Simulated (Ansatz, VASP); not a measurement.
## Two plane-wave programs on FeO

```xyz
4
Lattice="0.0000 2.2025 -2.2025 0.0000 2.2025 2.2025 4.4051 0.0000 0.0000" Properties=species:S:1:pos:R:3 pbc="T T T"
Fe    0.0000    0.0000    0.0000
Fe    2.2025    2.2025    0.0000
O     2.2025    2.2025    2.2025
O     4.4051    4.4051    2.2025
```

Alike in both runs: task single point; functional PBE; k mesh 5 × 5 × 3; occupations gaussian, width 0.05 eV; collinear spin; Hubbard terms Fe d U = 4.0 eV.

|  | VASP | Ansatz |
| --- | --- | --- |
| version | VASP 6.6.1 | Ansatz 0.2.0 |
| potentials or method | VASP PAW PBE potentials, release 64 (Fe_sv, O), cutoff 600 eV | scalar-relativistic, plane waves, PAW |
| valence electrons in the cell | 44 | 44 |

|  | VASP | Ansatz | Ansatz less VASP |
| --- | --- | --- | --- |
| pressure (GPa) | -11.4 | 0.1 | +11.55 |
| net moment per atom (μB) | 2.01 | 2.00 | -0.007 |
| size of the moment on the site where the two differ most (μB) | 3.66 | 3.52 | -0.148 |

Site moments also hang on the region over which each program counts them. The programs project onto different local orbitals, so the same U acts differently, and such runs can settle in different states. Ansatz's warnings: stability check not made.

The k mesh is coarse, so the values compare programs but aren't converged.
